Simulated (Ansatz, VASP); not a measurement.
## InP in VASP and in Ansatz

```
In P
1.0
     0.00000    3.24102    2.87070
     2.87070    0.00000    2.87070
     2.87070    3.24102    0.00000
In P
1 1
Cartesian
  0.0000 0.0000 0.0000
  4.3061 4.8615 4.3061
```

Alike in both runs: task single point; functional LDA; k mesh 12 × 12 × 12; occupations gaussian, width 0.05 eV; no spin polarisation.

|  | VASP | Ansatz |
| --- | --- | --- |
| version | VASP 6.6.1 | Ansatz 0.2.0 |
| potentials or method | VASP PAW LDA potentials, release 64 (In_d, P), cutoff 520 eV | scalar-relativistic, plane waves, PAW |
| valence electrons in the cell | 18 | 18 |

|  | VASP | Ansatz | Ansatz less VASP |
| --- | --- | --- | --- |
| gap on the k mesh at the Fermi level (eV) | none | none | - |
| pressure (GPa) | -4.8 | -4.8 | 0.00 |
| traceless stress, the component that is largest in VASP (GPa) | -4.40 | -4.40 | 0.000 |

Ansatz warns that its potentials were made for another functional, while VASP's fit it. LDA's correlation is that of Perdew and Zunger in VASP and of Perdew and Wang (1992) in Ansatz. A gap of «none» marks a metal or a gap that the smearing closes.
